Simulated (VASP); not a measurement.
# AlCo in VASP: settings compared

Aim: see how the results for AlCo move with the level of theory and the settings. Levels: LAK, PBE+D3(BJ), BLYP. Tasks: single point.

Program: VASP 6.6.1. These are calculated values, not measurements. Logs are shortened: lines on timing, memory, paths and dates and some standing lists are left out, and cuts for length are marked.

### Step 1. The cell of the first run

Symmetry: P4mm, No. 99, tetragonal system. The conventional cell has a = 2.819 Å, b = 2.819 Å, c = 2.848 Å, α = 90.00°, β = 90.00°, γ = 90.00°. Within 3.2 Å of Co (site symmetry 4mm) lie 8 Al at 2.43 to 2.47 Å and 6 Co at 2.82 to 2.85 Å. Al (site symmetry 4mm) has 8 Co at 2.43 to 2.47 Å and 6 Al at 2.82 to 2.85 Å within 3.2 Å.

### Step 2. Single point, LAK, collinear spin, ferromagnetic start (last atom moved by 0.04 Å along z, cell strained by +1.0% along z)

File INCAR:

```
SYSTEM = AlCo
  METAGGA = LAK
  ISPIN = 2
  MAGMOM = 2 0
  LORBIT = 11
  ISMEAR = -1
  SIGMA = 0.02
  LWAVE = .FALSE.
  LCHARG = .FALSE.
  ISIF = 2
  PREC = Accurate
  LASPH = .TRUE.
  LREAL = .FALSE.
  ALGO = Normal
  EDIFF = 1E-7
  NELM = 200
  GGA_COMPAT = .FALSE.
  ENCUT = 710
  LMAXMIX = 4
  LMIXTAU = .TRUE.
  KPAR = 8
  NBANDS = 28
  ADDGRID = .FALSE.
```

File KPOINTS:

```
Automatic mesh
0
Gamma
  15 15 15
  0 0 0
```

File POSCAR:

```
AlCo
1.0
    2.8194032100      0.0000000000      0.0000000000
    0.0000000000      2.8194032100      0.0000000000
    0.0000000000      0.0000000000      2.8475972421
Co Al
1 1
Direct
    0.5000000000      0.5000000000      0.5000000000
    0.0000000000      0.0000000000      0.0141874000
```

Potentials or basis: VASP PAW PBE potentials, release 64 (Co, Al).

The run is started by

```console
$ cat potpaw_PBE.64/Co/POTCAR potpaw_PBE.64/Al/POTCAR > POTCAR
$ mpirun -np 8 vasp_std > vasp.out
```

OUTCAR:

```text
SYSTEM = AlCo
   METAGGA = LAK
   ISPIN = 2
   LORBIT = 11
   ISMEAR = -1
   ISIF = 2
   PREC = Accurate
   LASPH = .TRUE.
   LREAL = .FALSE.
   EDIFF = 1E-7
   NELM = 200
   ENCUT = 710

 ion  position               nearest neighbor table
   1  0.500  0.500  0.500-   2 2.43   2 2.43   2 2.43   2 2.43   2 2.47   2 2.47   2 2.47   2 2.47

   2  0.000  0.000  0.014-   1 2.43   1 2.43   1 2.43   1 2.43   1 2.47   1 2.47   1 2.47   1 2.47

  LATTYP: Found a simple tetragonal cell.
 ALAT       =     2.8194032100
 C/A-ratio  =     1.0100000000

  Lattice vectors:

 A1 = (   2.8194032100,   0.0000000000,   0.0000000000)
 A2 = (   0.0000000000,   2.8194032100,   0.0000000000)
 A3 = (   0.0000000000,   0.0000000000,   2.8475972421)

Analysis of symmetry for initial positions (statically):
=====================================================================
 Subroutine PRICEL returns:
 Original cell was already a primitive cell.

 Routine SETGRP: Setting up the symmetry group for a
 simple tetragonal supercell.

 Subroutine GETGRP returns: Found  8 space group operations
 (whereof  8 operations were pure point group operations)
 out of a pool of 16 trial point group operations.

The static configuration has the point symmetry C_4v.

Analysis of symmetry for dynamics (positions and initial velocities):
=====================================================================
 Subroutine PRICEL returns:
 Original cell was already a primitive cell.

 Routine SETGRP: Setting up the symmetry group for a
 simple tetragonal supercell.

 Subroutine GETGRP returns: Found  8 space group operations
 (whereof  8 operations were pure point group operations)
 out of a pool of 16 trial point group operations.

The dynamic configuration has the point symmetry C_4v.

Analysis of structural, dynamic, and magnetic symmetry:
=====================================================================
 Subroutine PRICEL returns:
 Original cell was already a primitive cell.

 Routine SETGRP: Setting up the symmetry group for a
 simple tetragonal supercell.

 Subroutine GETGRP returns: Found  8 space group operations
 (whereof  8 operations were pure point group operations)
 out of a pool of 16 trial point group operations.

The overall configuration has the point symmetry C_4v.

 Subroutine INISYM returns: Found  8 space group operations
 (whereof  8 operations are pure point group operations),
 and found     1 'primitive' translations

----------------------------------------------------------------------------------------

                                     Primitive cell

  volume of cell :      22.6356

  direct lattice vectors                    reciprocal lattice vectors
     2.819403210  0.000000000  0.000000000     0.354684990  0.000000000  0.000000000
     0.000000000  2.819403210  0.000000000     0.000000000  0.354684990  0.000000000
     0.000000000  0.000000000  2.847597242     0.000000000  0.000000000  0.351173258

  length of vectors
     2.819403210  2.819403210  2.847597242     0.354684990  0.354684990  0.351173258

  position of ions in fractional coordinates (direct lattice)
     0.500000000  0.500000000  0.500000000
     0.000000000  0.000000000  0.014187400

  ion indices of the primitive-cell ions
   primitive index   ion index
                 1           1
                 2           2

----------------------------------------------------------------------------------------

 KPOINTS: Automatic mesh

Automatic generation of k-mesh.
 Grid dimensions read from file:
 generate k-points for:   15   15   15

 Generating k-lattice:

  Cartesian coordinates                     Fractional coordinates (reciprocal lattice)
     0.023645666  0.000000000  0.000000000     0.066666667  0.000000000  0.000000000
     0.000000000  0.023645666  0.000000000     0.000000000  0.066666667  0.000000000
     0.000000000  0.000000000  0.023411551     0.000000000  0.000000000  0.066666667

  Length of vectors
     0.023645666  0.023645666  0.023411551

  Shift w.r.t. Gamma in fractional coordinates (k-lattice)
     0.000000000  0.000000000  0.000000000

 Subroutine IBZKPT returns following result:
 ===========================================

 Found    288 irreducible k-points:

 Following reciprocal coordinates:
            Coordinates               Weight
  0.000000  0.000000  0.000000      1.000000
  0.066667  0.000000  0.000000      4.000000
  0.133333  0.000000  0.000000      4.000000
  0.200000  0.000000  0.000000      4.000000
  0.266667  0.000000  0.000000      4.000000
  0.333333  0.000000  0.000000      4.000000
[... 16 lines left out ...]
  0.266667  0.200000  0.000000      8.000000
  0.333333  0.200000  0.000000      8.000000
 [... further k-points ...]
   k-points           NKPTS =    288   k-points in BZ     NKDIM =    288   number of bands    NBANDS=     28
   number of dos      NEDOS =    301   number of ions     NIONS =      2
   total plane-waves  NPLWV =  21952
   dimension x,y,z NGX =    28 NGY =   28 NGZ =   28
   dimension x,y,z NGXF=    56 NGYF=   56 NGZF=   56
   ions per type =               1   1
   NGX,Y,Z   is equivalent  to a cutoff of  16.51, 16.51, 16.35 a.u.
   NGXF,Y,Z  is equivalent  to a cutoff of  33.02, 33.02, 32.69 a.u.
 SYSTEM =  AlCo
   PREC   = accura    normal or accurate (medium, high low for compatibility)
   ISTART =      0    job   : 0-new  1-cont  2-samecut
   ICHARG =      2    charge: 1-file 2-atom 10-const
   ISPIN  =      2    spin polarized calculation?
   LNONCOLLINEAR =      F non collinear calculations
   LSORBIT =      F    spin-orbit coupling
   LASPH  =      T    aspherical Exc in radial PAW
   ENCUT  =  710.0 eV  52.18 Ry    7.22 a.u.   6.13  6.13  6.19*2*pi/ulx,y,z
   NELM   =    200;   NELMIN=  2; NELMDL= -5     # of ELM steps
   EDIFF  = 0.1E-06   stopping-criterion for ELM
   LREAL  =      F    real-space projection
   EDIFFG = 0.1E-05   stopping-criterion for IOM
   NSW    =      0    number of steps for IOM
   IBRION =     -1    ionic relax: 0-MD 1-quasi-New 2-CG
   NFREE  =      0    steps in history (QN), initial steepest desc. (CG)
   ISIF   =      2    stress and relaxation
   ISYM   =      2    0-nonsym 1-usesym 2-fastsym
   POTIM  = 0.5000    time-step for ionic-motion
   TEBEG  =    0.0;   TEEND  =   0.0 temperature during run

   SCALEE = 1.0000    scale energy and forces
   PSTRESS=    0.0 pullay stress
   NELECT =      12.0000    total number of electrons
   NUPDOWN=      -1.0000    fix difference up-down
   EMIN   =  10.00;   EMAX   =-10.00  energy-range for DOS
   EFERMI =   0.00;   METHOD = LEGACY
   ISMEAR =    -1;   SIGMA  =   0.02  broadening in eV -4-tet -1-fermi 0-gaus
   EFERMI_NEDOS =   21; number of points for ismear=-14 and -15
   IALGO  =     38    algorithm
   IMIX   =      4    mixing-type and parameters
     AMIX     =   0.40;   BMIX     =  1.00
     AMIX_MAG =   1.60;   BMIX_MAG =  1.00
  volume/ion in A,a.u.               =      11.32        76.38
  Fermi-wavevector in a.u.,A,eV,Ry     =   1.324965  2.503820 23.885451  1.755531
  Thomas-Fermi vector in A             =   2.454460
   LORBIT       =     11    0 simple, 1 ext, 2 COOP (PROOUT), +10 PAW based schemes
   METAGGA = LAK    functional components
   LHFCALC =     F    Hartree Fock is set to
   AEXX    =    0.0000 exact exchange contribution
   IVDW    =     0    specifies the selected vdW correction
   LEPSILON=     F    determine dielectric tensor
   LRPA    =     F    only Hartree local field effects (RPA)

   CSHIFT  =0.1000    complex shift for real part using Kramers Kronig

   OMEGAMAX=  -1.0    maximum frequency
 spin polarized calculation
  energy-cutoff  :      710.00
  volume of cell :       22.64
 maximum number of plane-waves:       989
 NGX is ok and might be reduce to    28
   NGX = 13   NGY = 13   NGZ = 13

 number of electron      11.9999999 magnetization       0.1136755

 Free energy of the ion-electron system (eV)
  ---------------------------------------------------
  ext. energy  EPLUGINS =         0.00000000
  ---------------------------------------------------
  free energy    TOTEN  =         2.13988517 eV

  energy without entropy =        2.14085529  energy(sigma->0) =        2.14037023

 E-fermi :  11.0212     XC(G=0): -13.5277

 val. band max:       11.0209934525   @ k =   0.4667   0.0667   0.3333
 cond. band min:      11.0300285208   @ k =   0.2000   0.0000   0.4667
 fundamental gap:      0.0090350683
 Fermi energy:        11.0212306019

 spin component 1

 k-point     1 :       0.0000    0.0000    0.0000
  band No.  band energies     occupation
      1      -1.0500      1.00000
      2       7.6887      1.00000
      3       7.7610      1.00000
      4       9.6889      1.00000
      5       9.6889      1.00000
      6       9.6945      1.00000
[... 10 lines left out ...]
     17      36.2453      0.00000
     18      36.2453      0.00000

 k-point     2 :       0.0667    0.0000    0.0000
  band No.  band energies     occupation
      1      -0.9582      1.00000
      2       7.7024      1.00000
      3       7.7638      1.00000
      4       9.6409      1.00000
      5       9.6489      1.00000
      6       9.6940      1.00000
[... 10 lines left out ...]
     17      36.8133      0.00000
     18      37.0272      0.00000

 k-point     3 :       0.1333    0.0000    0.0000
  band No.  band energies     occupation
      1      -0.6844      1.00000
      2       7.6728      1.00000
      3       7.8169      1.00000
      4       9.5104      1.00000
      5       9.5251      1.00000
      6       9.7080      1.00000
[... 412 lines left out ...]
 k-point    23 :       0.2667    0.2000    0.0000
  band No.  band energies     occupation
      1       1.1611      1.00000
      2       7.4055      1.00000
      3       7.9421      1.00000
      4       8.8932      1.00000
      5       9.1883      1.00000
      6       9.4347      1.00000
[... 10 lines left out ...]
     17      36.0317      0.00000
     18      39.4151      0.00000

 k-point    24 :       0.3333    0.2000    0.0000
  band No.  band energies     occupation
      1       1.9116      1.00000
      2       6.7576      1.00000
      3       8.1268      1.00000
      4       8.8246      1.00000
      5       9.0306      1.00000
      6       9.4588      1.00000
[... 10 lines left out ...]
     17      36.2137      0.00000
     18      39.4157      0.00000

 [... further k-points ...]

 spin component 2

 k-point     1 :       0.0000    0.0000    0.0000
  band No.  band energies     occupation
      1      -1.1788      1.00000
      2       8.1062      1.00000
      3       8.1285      1.00000
      4       9.8006      1.00000
      5       9.8006      1.00000
      6       9.8376      1.00000
[... 10 lines left out ...]
     17      36.2217      0.00000
     18      36.2217      0.00000

 k-point     2 :       0.0667    0.0000    0.0000
  band No.  band energies     occupation
      1      -1.0869      1.00000
      2       8.0900      1.00000
      3       8.1544      1.00000
      4       9.7505      1.00000
      5       9.7895      1.00000
      6       9.8062      1.00000
[... 10 lines left out ...]
     17      36.7905      0.00000
     18      36.9999      0.00000

 k-point     3 :       0.1333    0.0000    0.0000
  band No.  band energies     occupation
      1      -0.8123      1.00000
      2       8.0034      1.00000
      3       8.2390      1.00000
      4       9.6147      1.00000
      5       9.6604      1.00000
      6       9.8205      1.00000
[... 412 lines left out ...]
 k-point    23 :       0.2667    0.2000    0.0000
  band No.  band energies     occupation
      1       1.0398      1.00000
      2       7.5644      1.00000
      3       8.2049      1.00000
      4       9.1755      1.00000
      5       9.2822      1.00000
      6       9.5380      1.00000
[... 10 lines left out ...]
     17      36.0149      0.00000
     18      39.4157      0.00000

 k-point    24 :       0.3333    0.2000    0.0000
  band No.  band energies     occupation
      1       1.7946      1.00000
      2       6.8099      1.00000
      3       8.3753      1.00000
      4       9.1098      1.00000
      5       9.1466      1.00000
      6       9.5628      1.00000
[... 10 lines left out ...]
     17      36.2088      0.00000
     18      39.4117      0.00000

 [... further k-points ...]

 [bands above 18 left out]

------------------------ aborting loop because EDIFF is reached ----------------------------------------

  FORCE on cell =-STRESS in cart. coord.  units (eV):
  Direction    XX          YY          ZZ          XY          YZ          ZX
  --------------------------------------------------------------------------------------
  -------------------------------------------------------------------------------------
  Total        0.6766966      0.6766966      0.4568404      0.0000000      0.0000000      0.0000000
  in kB       47.8973640     47.8973640     32.3356920      0.0000000      0.0000000      0.0000000
  external PRESSURE =      42.7101400 kB  Pullay stress =       0.0000000 kB

 VOLUME and BASIS-vectors are now :
 -----------------------------------------------------------------------------
  energy-cutoff  :      710.00
  volume of cell :       22.64
      direct lattice vectors                 reciprocal lattice vectors
     2.819403210  0.000000000  0.000000000     0.354684990  0.000000000  0.000000000
     0.000000000  2.819403210  0.000000000     0.000000000  0.354684990  0.000000000
     0.000000000  0.000000000  2.847597242     0.000000000  0.000000000  0.351173258

 POSITION                                       TOTAL-FORCE (eV/Angst)
 -----------------------------------------------------------------------------------
      1.40970      1.40970      1.42380         0.000000      0.000000      0.363238
      0.00000      0.00000      0.04040         0.000000     -0.000000     -0.363238
 -----------------------------------------------------------------------------------
    total drift:                                0.000000      0.000000      0.000207

  FREE ENERGIE OF THE ION-ELECTRON SYSTEM (eV)
  ---------------------------------------------------
  free  energy   TOTEN  =         2.1398851692 eV

  energy  without entropy=        2.1408552868  energy(sigma->0) =        2.14037023

 total charge

# of ion       s       p       d       tot
------------------------------------------
    1        0.474   0.602   7.431   8.507
    2        0.400   0.458   0.000   0.859
--------------------------------------------------
tot          0.875   1.060   7.431   9.366

 magnetization (x)

# of ion       s       p       d       tot
------------------------------------------
    1       -0.006  -0.017   0.198   0.175
    2       -0.002  -0.008   0.000  -0.010
--------------------------------------------------
tot         -0.007  -0.026   0.198   0.165
```

Wall time 5.8 min (8 MPI ranks of Intel Xeon Platinum 8488C (Sapphire Rapids), shared host); peak memory 0.51 GiB.

What came out:

```
Free energy                                           : 2.1399 eV
Pressure                                              : 4.3 GPa
Largest force                                         : 0.363 eV/Å
Net moment                                            : 0.11 μB per cell
Site moments                                          : Co +0.17; Al -0.01 μB
Valence electrons inside the program's atomic spheres : Co 8.51; Al 0.86
```

Forces in eV/Å, atoms in the order of the input:
```
Co   0.000  0.000  0.363
Al   0.000  0.000 -0.363
```

Caveat: the cell differs from its parent crystal (last atom moved by 0.04 Å along z, cell strained by +1.0% along z); the cell stands under pressure; the PAW data sets were made with another functional, which shifts forces and pressure a little.

(Part 1 of 2 ends here.)
